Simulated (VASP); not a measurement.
Set up this calculation in VASP 6.6.1, as the native input.

```yaml
Task: single point
Functional: r2SCAN
Potentials_or_basis: VASP PAW PBE potentials, release 64 (Tl_d)
Cutoff: 550 eV
k_mesh: 9 × 9 × 9
Occupations: fermi-dirac, width 0.1 eV
Spin: no spin polarisation
Dipole_correction: no
Further_INCAR_settings: ALGO = Normal; EDIFF = 1e-06; NBANDS = 20
```

Crystal: Tl.

```
Tl
1.0
     0.00000    3.43020    3.43020
     3.43020    0.00000    3.43020
     3.43020    3.43020    0.00000
Tl
2
Direct
  0.12500 0.12500 0.12500
  0.87500 0.87500 0.87500
```

This isn't the form of Tl at room conditions, which is hcp.

These files were run (other wordings do the same):

POSCAR

```
Tl
1.0
    0.0000000000      3.4302007755      3.4302007755
    3.4302007755      0.0000000000      3.4302007755
    3.4302007755      3.4302007755      0.0000000000
Tl
2
Direct
    0.1250000000      0.1250000000      0.1250000000
    0.8750000000      0.8750000000      0.8750000000
```

INCAR.step1

```
PREC = Accurate ; ENCUT = 550
ISMEAR = -1 ; SIGMA = 0.1
LREAL = False ; LASPH = True
NELM = 120 ; NBANDS = 20
GGA = PE ; ALGO = Normal
EDIFF = 1E-5 ; LWAVE = True
LCHARG = False ; GGA_COMPAT = False
```

INCAR.step2

```
PREC = Accurate ; ENCUT = 550
EDIFF = 1E-6 ; ISMEAR = -1
SIGMA = 0.1 ; LREAL = False
LASPH = True ; NELM = 120
ALGO = Normal ; ISIF = 2
LWAVE = False ; LCHARG = False
METAGGA = R2SCAN ; LMIXTAU = True
NBANDS = 20 ; ISTART = 1
GGA_COMPAT = False
```

KPOINTS

```
regular mesh
0
Gamma
  9 9 9
```

Potentials or basis: VASP PAW PBE potentials, release 64 (Tl_d).

Launch:

```sh
$ cat potpaw_PBE.64/Tl_d/POTCAR > POTCAR
$ cp INCAR.step1 INCAR
$ mpirun -np 1 vasp_std > vasp.out
$ cp INCAR.step2 INCAR
$ mpirun -np 1 vasp_std > vasp.out
```

It gave:

| Item | Value |
| --- | --- |
| Pressure | 0.8 GPa |
| Band gap on the k mesh | zero (bands 13 and 14 overlap by 3.22 eV) |

Caveat: the PAW data sets were made with another functional, which shifts forces and pressure a little; spin-orbit coupling is left out, which moves the levels of the heavy elements.

Run time: 110 s on 1 thread of Intel(R) Xeon(R) 6975P-C (Granite Rapids), with other jobs on the host, peak memory 0.27 GiB.
